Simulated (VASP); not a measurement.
Here is a VASP 6.6.1 calculation.

INCAR

```
SYSTEM = AlCo3
PREC = Accurate ; ENCUT = 520
EDIFF = 1E-7 ; ISMEAR = 0
SIGMA = 0.1 ; LREAL = .FALSE.
LASPH = .TRUE. ; NELM = 150
ALGO = Normal ; ISIF = 2
LWAVE = .FALSE. ; LCHARG = .FALSE.
ISPIN = 2 ; MAGMOM = 0 0.5 0.5 0.5
LORBIT = 11 ; LMAXMIX = 4
GGA = PS ; NBANDS = 27
```

File KPOINTS:

```
Automatic mesh
0
G
  12 12 12
  0 0 0
```

File POSCAR:

```
AlCo3
1.0
    3.5749480000      0.0000000000      0.0000000000
    0.0000000000      3.5749480000      0.0000000000
    0.0000000000      0.0000000000      3.5749480000
Al Co
1 3
Direct
    0.0000000000      0.0000000000      0.0000000000
    0.5000000000      0.5000000000      0.0000000000
    0.5000000000      0.0000000000      0.5000000000
    0.0000000000      0.5000000000      0.5000000000
```

Potentials or basis: VASP PAW PBE potentials, release 64 (Al, Co).

The run is started by

```console
$ cat potpaw_PBE.64/Al/POTCAR potpaw_PBE.64/Co/POTCAR > POTCAR
$ mpirun -np 1 vasp_std > vasp.out
```

Task: Predict the net moment.

Result: 0.00 μB per cell.

Task: What does it give for the band gap on the k mesh?

Result: Zero (filled and empty bands overlap).

Caveat: the cell stands under tension.
